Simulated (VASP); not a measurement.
# BaH (Pnma) in VASP: a series of runs

BaH is run at these levels: PBE; tasks: single point, relaxation of cell and atoms.

All numbers are computed with VASP 6.6.1; they aren't measurements. Logs are shortened: lines on timing, memory, paths and dates and some standing lists are left out, and cuts for length are marked.

### 1 The cell of the first run

It takes space group Pnma (No. 62, orthorhombic). Conventional cell: a = 10.811 Å, b = 3.780 Å, c = 4.453 Å, α = 90.00°, β = 90.00°, γ = 90.00°. Within 3.5 Å of Ba (site symmetry m) lie 6 H at 2.54 to 3.40 Å and 2 Ba at 3.36 Å. H (site symmetry m) has 6 Ba at 2.54 to 3.40 Å within 3.5 Å.

### 2 Single point, PBE

INCAR reads:

```
PREC = Accurate
ENCUT = 520
EDIFF = 1E-6
ISMEAR = 0
SIGMA = 0.1
LREAL = False
LASPH = True
NELM = 80
ALGO = Normal
ISIF = 2
LWAVE = False
LCHARG = False
GGA = PE
NBANDS = 32
```

KPOINTS reads:

```
Automatic mesh
0
Gamma
  2 6 4
```

POSCAR reads:

```
BaH
1.0
   10.8111269557      0.0000000000      0.0000000000
    0.0000000000      3.7797522403      0.0000000000
    0.0000000000      0.0000000000      4.4528588036
Ba H
4 4
Direct
    0.1210000000      0.2500000000      0.1060000000
    0.8790000000      0.7500000000      0.8940000000
    0.3790000000      0.7500000000      0.6060000000
    0.6210000000      0.2500000000      0.3940000000
    0.8520000000      0.2500000000      0.5030000000
    0.1480000000      0.7500000000      0.4970000000
    0.6480000000      0.7500000000      0.0030000000
    0.3520000000      0.2500000000      0.9970000000
```

Potentials or basis: VASP PAW PBE potentials, release 64 (Ba_sv, H).

On the command line:

```console
> cat potpaw_PBE.64/Ba_sv/POTCAR potpaw_PBE.64/H/POTCAR > POTCAR
> mpirun -np 1 vasp_std > vasp.out
```

OUTCAR:

```text
PREC = Accurate
   ENCUT = 520
   EDIFF = 1E-6
   ISMEAR = 0
   LREAL = False
   LASPH = True
   NELM = 80
   ISIF = 2
   GGA = PE

 ion  position               nearest neighbor table
   1  0.121  0.250  0.106-   8 2.54   6 2.59   6 2.59   2 3.36   2 3.36   3 4.04   3 4.04   3 4.04
                             3 4.04
   2  0.879  0.750  0.894-   7 2.54   5 2.59   5 2.59   1 3.36   1 3.36   4 4.04   4 4.04   4 4.04
                             4 4.04
   3  0.379  0.750  0.606-   6 2.54   8 2.59   8 2.59   4 3.36   4 3.36   1 4.04   1 4.04   1 4.04
                             1 4.04
   4  0.621  0.250  0.394-   5 2.54   7 2.59   7 2.59   3 3.36   3 3.36   2 4.04   2 4.04   2 4.04
                             2 4.04
   5  0.852  0.250  0.503-   4 2.54   2 2.59   2 2.59
   6  0.148  0.750  0.497-   3 2.54   1 2.59   1 2.59
   7  0.648  0.750  0.003-   2 2.54   4 2.59   4 2.59
   8  0.352  0.250  0.997-   1 2.54   3 2.59   3 2.59

  LATTYP: Found a simple orthorhombic cell.
 ALAT       =     3.7797522403
 B/A-ratio  =     1.1780821918
 C/A-ratio  =     2.8602739726

  Lattice vectors:

 A1 = (   0.0000000000,   3.7797522403,   0.0000000000)
 A2 = (   0.0000000000,   0.0000000000,   4.4528588036)
 A3 = (  10.8111269557,   0.0000000000,   0.0000000000)

Analysis of symmetry for initial positions (statically):
=====================================================================
 Subroutine PRICEL returns:
 Original cell was already a primitive cell.

 Routine SETGRP: Setting up the symmetry group for a
 simple orthorhombic supercell.

 Subroutine GETGRP returns: Found  8 space group operations
 (whereof  2 operations were pure point group operations)
 out of a pool of  8 trial point group operations.

The static configuration has the point symmetry S_2 .
 The point group associated with its full space group is D_2h.

Analysis of symmetry for dynamics (positions and initial velocities):
=====================================================================
 Subroutine PRICEL returns:
 Original cell was already a primitive cell.

 Routine SETGRP: Setting up the symmetry group for a
 simple orthorhombic supercell.

 Subroutine GETGRP returns: Found  8 space group operations
 (whereof  2 operations were pure point group operations)
 out of a pool of  8 trial point group operations.

The dynamic configuration has the point symmetry S_2 .
 The point group associated with its full space group is D_2h.

 Subroutine INISYM returns: Found  8 space group operations
 (whereof  2 operations are pure point group operations),
 and found     1 'primitive' translations

----------------------------------------------------------------------------------------

                                     Primitive cell

  volume of cell :     181.9589

  direct lattice vectors                    reciprocal lattice vectors
    10.811126956  0.000000000  0.000000000     0.092497295  0.000000000  0.000000000
     0.000000000  3.779752240  0.000000000     0.000000000  0.264567606  0.000000000
     0.000000000  0.000000000  4.452858804     0.000000000  0.000000000  0.224574828

  length of vectors
    10.811126956  3.779752240  4.452858804     0.092497295  0.264567606  0.224574828

  position of ions in fractional coordinates (direct lattice)
     0.121000000  0.250000000  0.106000000
     0.879000000  0.750000000  0.894000000
     0.379000000  0.750000000  0.606000000
     0.621000000  0.250000000  0.394000000
     0.852000000  0.250000000  0.503000000
     0.148000000  0.750000000  0.497000000
     0.648000000  0.750000000  0.003000000
     0.352000000  0.250000000  0.997000000

  ion indices of the primitive-cell ions
   primitive index   ion index
                 1           1
                 2           2
                 3           3
                 4           4
                 5           5
                 6           6
                 7           7
                 8           8

----------------------------------------------------------------------------------------

 KPOINTS: Automatic mesh

Automatic generation of k-mesh.
 Grid dimensions read from file:
 generate k-points for:    2    6    4

 Generating k-lattice:

  Cartesian coordinates                     Fractional coordinates (reciprocal lattice)
     0.046248648  0.000000000  0.000000000     0.500000000  0.000000000  0.000000000
     0.000000000  0.044094601  0.000000000     0.000000000  0.166666667  0.000000000
     0.000000000  0.000000000  0.056143707     0.000000000  0.000000000  0.250000000

  Length of vectors
     0.046248648  0.044094601  0.056143707

  Shift w.r.t. Gamma in fractional coordinates (k-lattice)
     0.000000000  0.000000000  0.000000000

 Subroutine IBZKPT returns following result:
 ===========================================

 Found     24 irreducible k-points:

 Following reciprocal coordinates:
            Coordinates               Weight
  0.000000  0.000000  0.000000      1.000000
  0.500000  0.000000  0.000000      1.000000
  0.000000  0.166667  0.000000      2.000000
  0.500000  0.166667  0.000000      2.000000
  0.000000  0.333333  0.000000      2.000000
  0.500000  0.333333  0.000000      2.000000
[... 16 lines left out ...]
  0.000000  0.500000  0.500000      1.000000
  0.500000  0.500000  0.500000      1.000000
   k-points           NKPTS =     24   k-points in BZ     NKDIM =     24   number of bands    NBANDS=     32
   number of dos      NEDOS =    301   number of ions     NIONS =      8
   total plane-waves  NPLWV =  80640
   dimension x,y,z NGX =    80 NGY =   28 NGZ =   36
   dimension x,y,z NGXF=   160 NGYF=   56 NGZF=   72
   ions per type =               4   4
   NGX,Y,Z   is equivalent  to a cutoff of  12.30, 12.32, 13.44 a.u.
   NGXF,Y,Z  is equivalent  to a cutoff of  24.60, 24.63, 26.88 a.u.
 SYSTEM =  unknown system
   PREC   = accura    normal or accurate (medium, high low for compatibility)
   ISTART =      0    job   : 0-new  1-cont  2-samecut
   ICHARG =      2    charge: 1-file 2-atom 10-const
   ISPIN  =      1    spin polarized calculation?
   LNONCOLLINEAR =      F non collinear calculations
   LSORBIT =      F    spin-orbit coupling
   LASPH  =      T    aspherical Exc in radial PAW
   ENCUT  =  520.0 eV  38.22 Ry    6.18 a.u.  20.10  7.03  8.28*2*pi/ulx,y,z
   NELM   =     80;   NELMIN=  2; NELMDL= -5     # of ELM steps
   EDIFF  = 0.1E-05   stopping-criterion for ELM
   LREAL  =      F    real-space projection
   EDIFFG = 0.1E-04   stopping-criterion for IOM
   NSW    =      0    number of steps for IOM
   IBRION =     -1    ionic relax: 0-MD 1-quasi-New 2-CG
   NFREE  =      0    steps in history (QN), initial steepest desc. (CG)
   ISIF   =      2    stress and relaxation
   ISYM   =      2    0-nonsym 1-usesym 2-fastsym
   POTIM  = 0.5000    time-step for ionic-motion
   TEBEG  =    0.0;   TEEND  =   0.0 temperature during run
   PSTRESS=    0.0 pullay stress
   NELECT =      44.0000    total number of electrons
   NUPDOWN=      -1.0000    fix difference up-down
   EMIN   =  10.00;   EMAX   =-10.00  energy-range for DOS
   EFERMI =   0.00;   METHOD = LEGACY
   ISMEAR =     0;   SIGMA  =   0.10  broadening in eV -4-tet -1-fermi 0-gaus
   EFERMI_NEDOS =   21; number of points for ismear=-14 and -15
   IALGO  =     38    algorithm
   IMIX   =      4    mixing-type and parameters
     AMIX     =   0.40;   BMIX     =  1.00
     AMIX_MAG =   1.60;   BMIX_MAG =  1.00
  volume/ion in A,a.u.               =      22.74       153.49
  Fermi-wavevector in a.u.,A,eV,Ry     =   1.019924  1.927378 14.153403  1.040246
  Thomas-Fermi vector in A             =   2.153465
   LORBIT       =      0    0 simple, 1 ext, 2 COOP (PROOUT), +10 PAW based schemes
   GGA     = PE    functional components
   LHFCALC =     F    Hartree Fock is set to
   AEXX    =    0.0000 exact exchange contribution
   IVDW    =     0    specifies the selected vdW correction
   LEPSILON=     F    determine dielectric tensor
   LRPA    =     F    only Hartree local field effects (RPA)
 non-spin polarized calculation
 Gauss-broadening in eV      SIGMA  =   0.10
  energy-cutoff  :      520.00
  volume of cell :      181.96
 maximum number of plane-waves:      4944
   NGX = 41   NGY = 15   NGZ = 17

 number of electron      43.9999996 magnetization

 Free energy of the ion-electron system (eV)
  ---------------------------------------------------
  ext. energy  EPLUGINS =         0.00000000
  ---------------------------------------------------
  free energy    TOTEN  =       -20.79296128 eV

  energy without entropy =      -20.75798875  energy(sigma->0) =      -20.77547501

 E-fermi :   3.2075     XC(G=0):  -8.8138

 val. band max:        3.1965867680   @ k =   0.5000   0.3333   0.0000
 cond. band min:       3.2109992944   @ k =   0.5000   0.1667   0.2500
 fundamental gap:      0.0144125264
 Fermi energy:         3.2074879559

 k-point     1 :       0.0000    0.0000    0.0000
  band No.  band energies     occupation
      1     -25.5457      2.00000
      2     -25.4537      2.00000
      3     -25.1997      2.00000
      4     -25.0991      2.00000
      5     -11.6835      2.00000
      6     -11.2779      2.00000
[... 24 lines left out ...]
     31       6.4382      0.00000
     32       7.0046      0.00000

 k-point     2 :       0.5000    0.0000    0.0000
  band No.  band energies     occupation
      1     -25.5062      2.00000
      2     -25.5062      2.00000
      3     -25.1429      2.00000
      4     -25.1429      2.00000
      5     -11.5212      2.00000
      6     -11.5212      2.00000
[... 24 lines left out ...]
     31       6.2045      0.00000
     32       6.2045      0.00000

 k-point     3 :       0.0000    0.1667    0.0000
  band No.  band energies     occupation
      1     -25.4922      2.00000
      2     -25.4110      2.00000
      3     -25.1891      2.00000
      4     -25.1023      2.00000
      5     -11.5715      2.00000
      6     -11.3396      2.00000
[... 24 lines left out ...]
     31       5.6849      0.00000
     32       6.2577      0.00000

 k-point     4 :       0.5000    0.1667    0.0000
  band No.  band energies     occupation
      1     -25.4572      2.00000
      2     -25.4572      2.00000
      3     -25.1401      2.00000
      4     -25.1401      2.00000
      5     -11.4933      2.00000
      6     -11.4933      2.00000
[... 24 lines left out ...]
     31       5.7964      0.00000
     32       5.7964      0.00000

 k-point     5 :       0.0000    0.3333    0.0000
  band No.  band energies     occupation
      1     -25.3606      2.00000
      2     -25.3111      2.00000
      3     -25.1808      2.00000
      4     -25.1319      2.00000
      5     -11.6100      2.00000
      6     -11.5621      2.00000
[... 584 lines left out ...]
     31       7.2143      0.00000
     32       7.2143      0.00000

 k-point    22 :       0.5000    0.3333    0.5000
  band No.  band energies     occupation
      1     -25.3178      2.00000
      2     -25.3178      2.00000
      3     -25.1446      2.00000
      4     -25.1446      2.00000
      5     -11.4469      2.00000
      6     -11.4469      2.00000
[... 24 lines left out ...]
     31       6.9813      0.00000
     32       6.9813      0.00000

 k-point    23 :       0.0000    0.5000    0.5000
  band No.  band energies     occupation
      1     -25.2053      2.00000
      2     -25.2053      2.00000
      3     -25.2044      2.00000
      4     -25.2044      2.00000
      5     -11.6028      2.00000
      6     -11.6028      2.00000
[... 24 lines left out ...]
     31       7.4938      0.00000
     32       7.4938      0.00000

 k-point    24 :       0.5000    0.5000    0.5000
  band No.  band energies     occupation
      1     -25.2049      2.00000
      2     -25.2049      2.00000
      3     -25.2049      2.00000
      4     -25.2049      2.00000
      5     -11.5703      2.00000
      6     -11.5703      2.00000
[... 24 lines left out ...]
     31       6.4839      0.00000
     32       6.4839      0.00000

------------------------ aborting loop because EDIFF is reached ----------------------------------------

  FORCE on cell =-STRESS in cart. coord.  units (eV):
  Direction    XX          YY          ZZ          XY          YZ          ZX
  --------------------------------------------------------------------------------------
  -------------------------------------------------------------------------------------
  Total        7.4752976      6.8288349     -1.6996687      0.0000000      0.0000000      0.0000000
  in kB       65.8212073     60.1289989    -14.9658588      0.0000000      0.0000000      0.0000000
  external PRESSURE =      36.9947825 kB  Pullay stress =       0.0000000 kB

 VOLUME and BASIS-vectors are now :
 -----------------------------------------------------------------------------
  energy-cutoff  :      520.00
  volume of cell :      181.96
      direct lattice vectors                 reciprocal lattice vectors
    10.811126956  0.000000000  0.000000000     0.092497295  0.000000000  0.000000000
     0.000000000  3.779752240  0.000000000     0.000000000  0.264567606  0.000000000
     0.000000000  0.000000000  4.452858804     0.000000000  0.000000000  0.224574828

 POSITION                                       TOTAL-FORCE (eV/Angst)
 -----------------------------------------------------------------------------------
      1.30815      0.94494      0.47200         0.556947     -0.000000      0.279036
      9.50298      2.83481      3.98086        -0.556947     -0.000000     -0.279036
      4.09742      2.83481      2.69843        -0.556947      0.000000      0.279036
      6.71371      0.94494      1.75443         0.556947     -0.000000     -0.279036
      9.21108      0.94494      2.23979         0.258647     -0.000000     -0.410537
      1.60005      2.83481      2.21307        -0.258647     -0.000000      0.410537
      7.00561      2.83481      0.01336        -0.258647     -0.000000     -0.410537
      3.80552      0.94494      4.43950         0.258647     -0.000000      0.410537
 -----------------------------------------------------------------------------------
    total drift:                               -0.000000     -0.000000      0.000000

  FREE ENERGIE OF THE ION-ELECTRON SYSTEM (eV)
  ---------------------------------------------------
  free  energy   TOTEN  =       -20.7929612800 eV

  energy  without entropy=      -20.7579887450  energy(sigma->0) =      -20.77547501
```

It took 2.7 min on 1 thread of Intel Xeon Platinum 8259CL at 2.50GHz (Skylake/Cascade Lake), shared host; peak memory 0.33 GiB.

What came out:

- Free energy: -20.7930 eV
- Pressure: 3.7 GPa
- Largest force: 0.623 eV/Å
- Band gap on the k mesh: zero (bands 22 and 23 overlap by 0.70 eV)

Forces in eV/Å, atoms in the order of the input:
```
Ba   0.557  0.000  0.279
Ba  -0.557  0.000 -0.279
Ba  -0.557  0.000  0.279
Ba   0.557  0.000 -0.279
H    0.259  0.000 -0.411
H   -0.259  0.000  0.411
H   -0.259  0.000 -0.411
H    0.259  0.000  0.411
```

Caveat: the cell stands under pressure; spin-orbit coupling is left out, which moves the levels of the heavy elements.

### 3 Relaxation of cell and atoms, PBE

INCAR reads:

```
SYSTEM = BaH
ALGO     = Normal         ! electronic algorithm
EDIFF    = 1E-6           ! SCF threshold, eV
EDIFFG   = -0.04          ! ionic threshold
ENCUT    = 600            ! plane-wave cutoff, eV
GGA      = PE             ! functional
IBRION   = 2              ! ionic algorithm
ISIF     = 3              ! what is computed and relaxed
ISMEAR   = 0              ! smearing method
LASPH    = .TRUE.         ! aspherical terms in the spheres
LCHARG   = .FALSE.        ! write CHGCAR
LREAL    = .FALSE.        ! projectors in reciprocal space
LWAVE    = .FALSE.        ! write WAVECAR
NELM     = 60             ! most SCF steps
NSW      = 90             ! ionic steps
PREC     = Accurate       ! precision mode
SIGMA    = 0.1            ! smearing width, eV
```

KPOINTS reads:

```
k-points
0
G
  2 4 4
  0 0 0
```

POSCAR is that of step 2.

Potentials or basis: VASP PAW PBE potentials, release 64 (Ba_sv, H).

On the command line:

```console
> cat potpaw_PBE.64/Ba_sv/POTCAR potpaw_PBE.64/H/POTCAR > POTCAR
> mpirun -np 1 vasp_std > vasp.out
```

Run time: 26 min. Hardware: 1 thread of Intel Xeon Platinum 8259CL at 2.50GHz (Skylake/Cascade Lake), shared host; peak memory 0.36 GiB.

It converged, with:

```
Free energy                           : -23.2270 eV
Relaxed volume                        : 28.11 Å³/atom
Relaxed cell                          : a = 14.753 Å, b = 3.912 Å, c = 3.897 Å, α = 90.00°, β = 90.00°, γ = 90.00°
Space group after relaxing (to 0.1 Å) : Pnma (No. 62)
Energy gained by relaxing             : 298.9 meV/atom
Ionic steps                           : 19
Pressure after relaxing               : 0.0 GPa
Largest force after relaxing          : 0.023 eV/Å
Band gap on the k mesh                : zero (bands 22 and 23 overlap by 0.38 eV)
```

Forces in eV/Å, atoms in the order of the input:
```
Ba  -0.009  0.000  0.021
Ba   0.009  0.000 -0.021
Ba   0.009  0.000  0.021
Ba  -0.009  0.000 -0.021
H   -0.003  0.000 -0.015
H    0.003  0.000  0.015
H    0.003  0.000 -0.015
H   -0.003  0.000  0.015
```

The path:
```csv
step,energy change (eV),largest force (eV/Å),pressure (GPa),volume (Å³)
1,0.0000,0.6357,3.72,181.96
2,-0.6108,0.5897,1.53,196.06
3,-1.1538,0.5339,-0.80,222.88
4,-1.2190,0.4695,-1.38,233.89
5,-1.4663,0.4441,-0.89,226.34
6,-1.6372,0.5384,0.15,215.79
7,-1.6413,0.5561,0.49,213.00
8,-1.8101,0.4714,0.51,212.84
9,-1.9697,0.3384,1.07,212.18
10,-2.1710,0.2853,-0.21,226.11
11,-2.1893,0.2760,-0.66,232.26
12,-2.2724,0.2184,-0.21,226.48
13,-2.3014,0.1617,0.29,220.48
14,-2.3710,0.0873,0.17,221.47
15,-2.3848,0.0783,0.16,222.13
16,-2.3848,0.0775,0.16,222.09
17,-2.3900,0.0453,-0.07,225.57
18,-2.3900,0.0438,-0.08,225.78
19,-2.3915,0.0225,0.02,224.89
```

Final structure:
```cif
data_structure
_symmetry_space_group_name_H-M 'P 1'
_symmetry_Int_Tables_number 1
_cell_length_a 14.7526
_cell_length_b 3.9116
_cell_length_c 3.8972
_cell_angle_alpha 90.000
_cell_angle_beta 90.000
_cell_angle_gamma 90.000
_cell_volume 224.89
loop_
_atom_site_label
_atom_site_type_symbol
_atom_site_fract_x
_atom_site_fract_y
_atom_site_fract_z
_atom_site_occupancy
Ba1 Ba 0.13691 0.25000 0.10680 1
Ba2 Ba 0.86309 0.75000 0.89320 1
Ba3 Ba 0.36309 0.75000 0.60680 1
Ba4 Ba 0.63691 0.25000 0.39320 1
H1 H 0.81929 0.25000 0.39402 1
H2 H 0.18071 0.75000 0.60598 1
H3 H 0.68071 0.75000 0.89402 1
H4 H 0.31929 0.25000 0.10598 1
```

Levels at points of the mesh, in eV from the Fermi level:
```tsv
k point	band 18	band 19	band 20	band 21	band 22	band 23	band 24	band 25	band 26	band 27
(0.00, 0.00, 0.00)	-4.65	-4.18	-4.16	-0.63	0.04	0.12	0.14	0.67	0.79	1.36
(0.50, 0.00, 0.00)	-4.80	-4.16	-4.16	-0.27	-0.27	0.07	0.07	0.75	0.75	1.47
(0.00, 0.50, 0.00)	-3.21	-3.19	-3.19	-0.50	-0.50	0.16	0.16	0.28	0.28	0.86
(0.50, 0.50, 0.00)	-3.20	-3.20	-3.20	-0.29	-0.29	-0.29	-0.29	0.69	0.69	0.69
(0.00, 0.00, 0.50)	-3.21	-3.17	-3.17	-0.54	-0.54	0.12	0.12	0.27	0.27	1.29
(0.50, 0.00, 0.50)	-3.22	-3.16	-3.16	-0.44	-0.44	-0.17	-0.17	0.45	0.45	1.32
(0.00, 0.50, 0.50)	-4.24	-4.19	-4.19	-0.06	-0.06	0.38	0.38	1.39	1.39	1.70
(0.50, 0.50, 0.50)	-4.21	-4.21	-4.21	0.09	0.09	0.09	0.09	2.02	2.02	2.02
```

Caveat: the k points lie up to 0.40 Å⁻¹ apart in the final cell; the volume moved by over 15 % at a fixed basis, so the end points are rough; spin-orbit coupling is left out, which moves the levels of the heavy elements.
